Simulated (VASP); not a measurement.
A run of VASP 6.6.1:

Contents of INCAR:

```
  PREC = Accurate
  ENCUT = 500
  EDIFF = 1E-6
  ISMEAR = -1
  SIGMA = 0.1
  LREAL = F
  LASPH = T
  NELM = 120
  ALGO = Normal
  ISIF = 2
  LWAVE = F
  LCHARG = F
  GGA = RE
  NBANDS = 16
  GGA_COMPAT = F
```

File KPOINTS:

```
Automatic mesh
0
Gamma
  8 8 11
```

The input POSCAR:

```
Te
1.0
    5.4335038031      0.0000000000      0.0000000000
   -2.7167519016      4.7055523251      0.0000000000
    0.0000000000      0.0000000000      3.1948109186
Te
3
Direct
    0.0000000000      0.0000000000      0.0000000000
    0.3333333333      0.6666666667      0.5000000000
    0.6666666667      0.3333333333      0.5000000000
```

Potentials or basis: VASP PAW PBE potentials, release 64 (Te).

The run is started by

```console
$ cat potpaw_PBE.64/Te/POTCAR > POTCAR
$ mpirun -np 1 vasp_std > vasp.out
```

Hardware: 1 thread of Oxide Virtual Turin-like Processor (shared host).

**Question.** Estimate the wall time of this run.

**Answer.** It took 96 s on 1 thread of Oxide Virtual Turin-like Processor, with other jobs on the host, peak memory 0.18 GiB. Counts: scf iterations 13, k points 60.
